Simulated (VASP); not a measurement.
Here is a VASP 6.6.1 calculation.

INCAR

```
SYSTEM = Pb
  ALGO = Normal
  EDIFF = 1E-6
  ENCUT = 520
  GGA = PE
  ISIF = 2
  ISMEAR = -1
  LASPH = .TRUE.
  LCHARG = .FALSE.
  LREAL = .FALSE.
  LWAVE = .FALSE.
  NBANDS = 36
  NELM = 80
  PREC = Accurate
  SIGMA = 0.1
```

KPOINTS

```
k-points
0
G
  10 10 3
  0 0 0
```

POSCAR

```
Pb
1.0
    3.3750503451      0.0000000000      0.0000000000
   -1.6875251726      2.9228793379      0.0000000000
    0.0000000000      0.0000000000     11.0029962978
Pb
4
Direct
    0.0000000000      0.0000000000      0.0000000000
    0.0000000000      0.0000000000      0.5000000000
    0.3333333333      0.6666666667      0.2500000000
    0.6666666667      0.3333333333      0.7500000000
```

Potentials or basis: VASP PAW PBE potentials, release 64 (Pb_d).

Command:

```bash
$ cat potpaw_PBE.64/Pb_d/POTCAR > POTCAR
$ mpirun -np 1 vasp_std > vasp.out
```

**Question.** What does it give for the band gap on the k mesh?

**Answer.** Zero (band 28 reaches 14.91 eV, above the bottom of band 29 at 6.89 eV).

**Question.** Estimate the pressure.

**Answer.** 9.4 GPa.

Stress tensor (GPa, compression positive):
```
9.39 0.00 0.00
0.00 9.39 0.00
0.00 0.00 9.30
```

Caveat: spin-orbit coupling is left out, which moves the levels of the heavy elements.
